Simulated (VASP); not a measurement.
Runs of VASP 6.6.1 on BN. The structure is that of space group I-4m2 (No. 119), or close to it. The cells are those of the table. 

```tsv
cell	gap on the mesh (eV)	pressure (GPa)
a = 2.565, b = 2.565, c = 2.666 Å, angles 58.7, 58.7, 62.6°, 2 atoms	3.15	-13.3
a = 2.516, b = 2.516, c = 2.666 Å, angles 58.0, 58.0, 64.0°, 2 atoms	2.56	1.4
a = 2.668, b = 2.668, c = 2.768 Å, angles 58.7, 58.7, 62.5°, 2 atoms	3.19	(b)
a = 2.619, b = 2.619, c = 2.461 Å, angles 62.0, 62.0, 56.0°, 2 atoms	(a)	1.8
a = 2.571, b = 2.571, c = 2.768 Å, angles 57.4, 57.4, 65.1°, 2 atoms	2.19	-23.6
a = 2.619, b = 2.619, c = 2.768 Å, angles 58.1, 58.1, 63.8°, 2 atoms	2.69	-34.4
```

Alike in all rows: task single point; level PBE; potentials or basis VASP PAW PBE potentials, release 64 (B, N); no spin polarisation; k mesh 12 × 12 × 12; cutoff (eV) 600; smearing gaussian 0.05 eV.

Estimate the missing entries.

(a) 3.39; (b) -43.2.

Caveats: the cell stands under tension (at least some runs).

A k mesh can miss the band edges.
